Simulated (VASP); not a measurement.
# Bi (Fd-3m) in VASP: notebook

Bi is run at these levels: revPBE+D3(BJ); tasks: single point.

Everything below comes from runs of VASP 6.6.1. Logs are shortened: lines on timing, memory, paths and dates and some standing lists are left out, and cuts for length are marked.

## (1) The cell of the first run

The structure is cubic, space group Fd-3m (No. 227). The conventional cell has a = 7.140 Å, b = 7.140 Å, c = 7.140 Å, α = 90.00°, β = 90.00°, γ = 90.00°. Within 4.1 Å of Bi (site symmetry -43m) lie 4 Bi at 3.09 Å.

## (2) Single point, revPBE+D3(BJ)

The input, INCAR:

```
SYSTEM = Bi
ALGO = Normal
EDIFF = 1E-7
ENCUT = 520
GGA = RE
ISIF = 2
ISMEAR = -1
IVDW = 12
LASPH = .TRUE.
LCHARG = .FALSE.
LREAL = .FALSE.
LWAVE = .FALSE.
NBANDS = 22
NELM = 80
PREC = Accurate
SIGMA = 0.05
```

The input, KPOINTS:

```
k-points
0
G
  4 4 4
  0 0 0
```

The input, POSCAR:

```
Bi
1.0
    0.0000000000      3.5700000000      3.5700000000
    3.5700000000      0.0000000000      3.5700000000
    3.5700000000      3.5700000000      0.0000000000
Bi
2
Direct
    0.0000000000      0.0000000000      0.0000000000
    0.2500000000      0.2500000000      0.2500000000
```

Potentials or basis: VASP PAW PBE potentials, release 64 (Bi_d).

Launch:

```
$ cat potpaw_PBE.64/Bi_d/POTCAR > POTCAR
$ mpirun -np 1 vasp_std > vasp.out
```

OUTCAR:

```text
SYSTEM = Bi
   EDIFF = 1E-7
   ENCUT = 520
   GGA = RE
   ISIF = 2
   ISMEAR = -1
   IVDW = 12
   LASPH = .TRUE.
   LREAL = .FALSE.
   NELM = 80
   PREC = Accurate
 IVDW          = 12

 ion  position               nearest neighbor table
   1  0.000  0.000  0.000-   2 3.09   2 3.09   2 3.09   2 3.09
   2  0.250  0.250  0.250-   1 3.09   1 3.09   1 3.09   1 3.09

  LATTYP: Found a face centered cubic cell.
 ALAT       =     7.1400000000

  Lattice vectors:

 A1 = (   0.0000000000,   3.5700000000,   3.5700000000)
 A2 = (   3.5700000000,   0.0000000000,   3.5700000000)
 A3 = (   3.5700000000,   3.5700000000,   0.0000000000)

Analysis of symmetry for initial positions (statically):
=====================================================================
 Subroutine PRICEL returns:
 Original cell was already a primitive cell.

 Routine SETGRP: Setting up the symmetry group for a
 face centered cubic supercell.

 Subroutine GETGRP returns: Found 48 space group operations
 (whereof 24 operations were pure point group operations)
 out of a pool of 48 trial point group operations.

The static configuration has the point symmetry T_d .
 The point group associated with its full space group is O_h .

Analysis of symmetry for dynamics (positions and initial velocities):
=====================================================================
 Subroutine PRICEL returns:
 Original cell was already a primitive cell.

 Routine SETGRP: Setting up the symmetry group for a
 face centered cubic supercell.

 Subroutine GETGRP returns: Found 48 space group operations
 (whereof 24 operations were pure point group operations)
 out of a pool of 48 trial point group operations.

The dynamic configuration has the point symmetry T_d .
 The point group associated with its full space group is O_h .

 Subroutine INISYM returns: Found 48 space group operations
 (whereof 24 operations are pure point group operations),
 and found     1 'primitive' translations

----------------------------------------------------------------------------------------

                                     Primitive cell

  volume of cell :      90.9986

  direct lattice vectors                    reciprocal lattice vectors
[... 61 lines left out ...]
   PREC   = accura    normal or accurate (medium, high low for compatibility)
   ISTART =      0    job   : 0-new  1-cont  2-samecut
   ICHARG =      2    charge: 1-file 2-atom 10-const
   ISPIN  =      1    spin polarized calculation?
   LNONCOLLINEAR =      F non collinear calculations
   LSORBIT =      F    spin-orbit coupling
   LASPH  =      T    aspherical Exc in radial PAW
   ENCUT  =  520.0 eV  38.22 Ry    6.18 a.u.   9.39  9.39  9.39*2*pi/ulx,y,z
   NELM   =     80;   NELMIN=  2; NELMDL= -5     # of ELM steps
   EDIFF  = 0.1E-06   stopping-criterion for ELM
   LREAL  =      F    real-space projection
   EDIFFG = 0.1E-05   stopping-criterion for IOM
   NSW    =      0    number of steps for IOM
   IBRION =     -1    ionic relax: 0-MD 1-quasi-New 2-CG
   NFREE  =      0    steps in history (QN), initial steepest desc. (CG)
   ISIF   =      2    stress and relaxation
   ISYM   =      2    0-nonsym 1-usesym 2-fastsym
   POTIM  = 0.5000    time-step for ionic-motion
   TEBEG  =    0.0;   TEEND  =   0.0 temperature during run
   PSTRESS=    0.0 pullay stress
   NELECT =      30.0000    total number of electrons
   NUPDOWN=      -1.0000    fix difference up-down
   EMIN   =  10.00;   EMAX   =-10.00  energy-range for DOS
   EFERMI =   0.00;   METHOD = LEGACY
   ISMEAR =    -1;   SIGMA  =   0.05  broadening in eV -4-tet -1-fermi 0-gaus
   EFERMI_NEDOS =   21; number of points for ismear=-14 and -15
   IALGO  =     38    algorithm
   IMIX   =      4    mixing-type and parameters
     AMIX     =   0.40;   BMIX     =  1.00
     AMIX_MAG =   1.60;   BMIX_MAG =  1.00
  volume/ion in A,a.u.               =      45.50       307.04
  Fermi-wavevector in a.u.,A,eV,Ry     =   1.130933  2.137154 17.401993  1.279010
  Thomas-Fermi vector in A             =   2.267631
   LORBIT       =      0    0 simple, 1 ext, 2 COOP (PROOUT), +10 PAW based schemes
   GGA     = RE    functional components
   LHFCALC =     F    Hartree Fock is set to
   AEXX    =    0.0000 exact exchange contribution
   IVDW    =    12    specifies the selected vdW correction
   LEPSILON=     F    determine dielectric tensor
   LRPA    =     F    only Hartree local field effects (RPA)
 non-spin polarized calculation
  energy-cutoff  :      520.00
  volume of cell :       91.00
 maximum number of plane-waves:      2468
 NGX is ok and might be reduce to    40
   NGX = 19   NGY = 19   NGZ = 19

 number of electron      30.0000009 magnetization

 Free energy of the ion-electron system (eV)
  ---------------------------------------------------
  ext. energy  EPLUGINS =         0.00000000
  ---------------------------------------------------
  free energy    TOTEN  =        -6.88193762 eV

  energy without entropy =       -6.87525011  energy(sigma->0) =       -6.87859387

 E-fermi :   4.0357     XC(G=0):  -8.0229

 val. band max:        4.0351931280   @ k =   0.2500   0.2500   0.0000
 cond. band min:       4.8161445635   @ k =  -0.2500   0.5000   0.2500
 fundamental gap:      0.7809514355
 Fermi energy:         4.0357258161

 k-point     1 :       0.0000    0.0000    0.0000
  band No.  band energies     occupation
      1     -18.7744      2.00000
      2     -18.7744      2.00000
      3     -18.7744      2.00000
      4     -18.7280      2.00000
      5     -18.7280      2.00000
      6     -18.5364      2.00000
[... 189 lines left out ...]
     21      12.4031      0.00000
     22      12.4031      0.00000

------------------------ aborting loop because EDIFF is reached ----------------------------------------

 Edisp (eV)   -1.23699

 E8    (eV) :    -0.9106

  FORCE on cell =-STRESS in cart. coord.  units (eV):
  Direction    XX          YY          ZZ          XY          YZ          ZX
  --------------------------------------------------------------------------------------
  -------------------------------------------------------------------------------------
  Total      -0.24098    -0.24098    -0.24098     0.00000     0.00000    -0.00000
  in kB      -4.24277    -4.24277    -4.24277     0.00000     0.00000    -0.00000
  external pressure =       -4.24 kB  Pullay stress =        0.00 kB

 VOLUME and BASIS-vectors are now :
 -----------------------------------------------------------------------------
  energy-cutoff  :      520.00
  volume of cell :       91.00
      direct lattice vectors                 reciprocal lattice vectors
     0.000000000  3.570000000  3.570000000    -0.140056022  0.140056022  0.140056022
     3.570000000  0.000000000  3.570000000     0.140056022 -0.140056022  0.140056022
     3.570000000  3.570000000  0.000000000     0.140056022  0.140056022 -0.140056022

 POSITION                                       TOTAL-FORCE (eV/Angst)
 -----------------------------------------------------------------------------------
      0.00000      0.00000      0.00000        -0.000000     -0.000000     -0.000000
      1.78500      1.78500      1.78500         0.000000      0.000000      0.000000
 -----------------------------------------------------------------------------------
    total drift:                               -0.000000     -0.000000      0.000000

  FREE ENERGIE OF THE ION-ELECTRON SYSTEM (eV)
  ---------------------------------------------------
  free  energy   TOTEN  =        -8.1189273905 eV

  energy  without entropy=       -8.1122398790  energy(sigma->0) =       -8.11558363
```

Wall time 13 s (1 thread of Intel Xeon 6975P-C (Granite Rapids), shared host); peak memory 0.23 GiB.

What came out:

```
Free energy                : -8.1189 eV
Pressure                   : -0.4 GPa
Band gap on the k mesh     : zero (band 15 reaches 4.82 eV, above the bottom of band 16 at 3.73 eV)
Dispersion energy per atom : -0.618 eV
```

Levels at points of the mesh, in eV from the Fermi level:
```csv
k point,band 12,band 13,band 14,band 15,band 16,band 17,band 18,band 19
"(0.00, 0.00, 0.00)",-7.54,-1.26,-1.26,-1.26,0.98,0.98,0.98,3.51
"(0.50, 0.00, 0.00)",-9.44,-2.33,-2.09,-2.09,2.06,2.06,4.18,5.29
"(0.50, 0.50, 0.00)",-10.62,-2.97,-2.97,-0.31,-0.31,4.64,4.64,6.33
```

Caveat: the k points lie up to 0.38 Å⁻¹ apart; three body term missing; the PAW data sets were made with another functional, which shifts forces and pressure a little; spin-orbit coupling is left out, which moves the levels of the heavy elements; pairwise dispersion overbinds metals, which lowers pressure and volume.

## (3) Single point, revPBE+D3(BJ)

The input, INCAR:

```
ALGO = Normal ; EDIFF = 1E-7
ENCUT = 520 ; GGA = RE
ISIF = 2 ; ISMEAR = -1
IVDW = 12 ; LASPH = True
LCHARG = True ; LELF = True
LREAL = False ; LVHAR = True
LWAVE = False ; NBANDS = 22
NELM = 60 ; PREC = Accurate
SIGMA = 0.05
```

The input, KPOINTS:

```
k-points
0
Gamma
  4 4 4
```

POSCAR is that of step 2.

Potentials or basis: VASP PAW PBE potentials, release 64 (Bi_d).

Launch:

```
$ cat potpaw_PBE.64/Bi_d/POTCAR > POTCAR
$ mpirun -np 1 vasp_std > vasp.out
```

Run time: 15 s. Hardware: 1 thread of Intel Xeon 6975P-C (Granite Rapids), shared host; peak memory 0.23 GiB.

The run converged. Its results:

* Free energy: -8.1189 eV
* Pressure: -0.4 GPa
* Band gap on the k mesh: zero (band 15 reaches 4.82 eV, above the bottom of band 16 at 3.73 eV)
* Dispersion energy per atom: -0.618 eV

Levels at points of the mesh, in eV from the Fermi level:
```
           k point  band 13  band 14  band 15  band 16  band 17  band 18
(0.00, 0.00, 0.00)    -1.26    -1.26    -1.26     0.98     0.98     0.98
(0.50, 0.00, 0.00)    -2.33    -2.09    -2.09     2.06     2.06     4.18
(0.50, 0.50, 0.00)    -2.97    -2.97    -0.31    -0.31     4.64     4.64
```

Caveat: the k points lie up to 0.38 Å⁻¹ apart; three body term missing; the PAW data sets were made with another functional, which shifts forces and pressure a little; spin-orbit coupling is left out, which moves the levels of the heavy elements; pairwise dispersion overbinds metals, which lowers pressure and volume.
